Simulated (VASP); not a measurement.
Crystal: CaSiAu.

```
Ca Si Au
1.0
     4.32759    0.00000    0.00000
    -2.16380    3.74781    0.00000
     0.00000    0.00000    3.94250
Ca Si Au
1 1 1
Direct
  0.33333 0.66667 0.00000
  0.00000 0.00000 0.50000
  0.66667 0.33333 0.50000
```

| Quantity | Value |
| --- | --- |
| Program | VASP 6.6.1 |
| Task | relaxation of cell and atoms |
| Functional | PBEsol |
| Potentials or basis | VASP PAW PBE potentials, release 64 (Ca_sv, Si, Au) |
| Cutoff | 600 eV |
| k mesh | 12 × 12 × 10 |
| Occupations | gaussian, width 0.1 eV |
| Spin | no spin polarisation |

At the start: pressure -1.9 GPa; volume 21.31 Å³/atom.

Question: How do energy, volume and symmetry change on relaxing?

Answer: Over 12 steps the energy falls by 5.8 meV/atom and the volume is 20.35 Å³/atom (-4.5 %); space group P-6m2 (No. 187, to 0.05 Å).

The path:
```
step  energy change (eV)  largest force (eV/Å)  pressure (GPa)  volume (Å³)
   1              0.0000                0.0000           -1.90        63.94
   2             -0.0057                0.0000            1.18        61.63
   3             -0.0090                0.0000           -0.03        62.48
   4             -0.0095                0.0000           -0.03        62.40
   5             -0.0113                0.0000           -0.04        62.15
   6             -0.0151                0.0000           -0.03        61.62
   7             -0.0154                0.0000            0.10        60.53
   8             -0.0173                0.0000            0.02        61.14
   9             -0.0174                0.0000            0.03        61.01
  10             -0.0174                0.0000            0.03        61.04
  11             -0.0174                0.0000           -0.17        61.17
  12             -0.0174                0.0000            0.00        61.06
```

Final structure:
```cif
data_structure
_symmetry_space_group_name_H-M 'P 1'
_symmetry_Int_Tables_number 1
_cell_length_a 4.3450
_cell_length_b 4.3450
_cell_length_c 3.7346
_cell_angle_alpha 90.000
_cell_angle_beta 90.000
_cell_angle_gamma 120.000
_cell_volume 61.06
loop_
_atom_site_label
_atom_site_type_symbol
_atom_site_fract_x
_atom_site_fract_y
_atom_site_fract_z
_atom_site_occupancy
Ca1 Ca 0.33333 0.66667 0.00000 1
Si1 Si 0.00000 0.00000 0.50000 1
Au1 Au 0.66667 0.33333 0.50000 1
```

Caveat: the PAW data sets were made with another functional, which shifts forces and pressure a little.
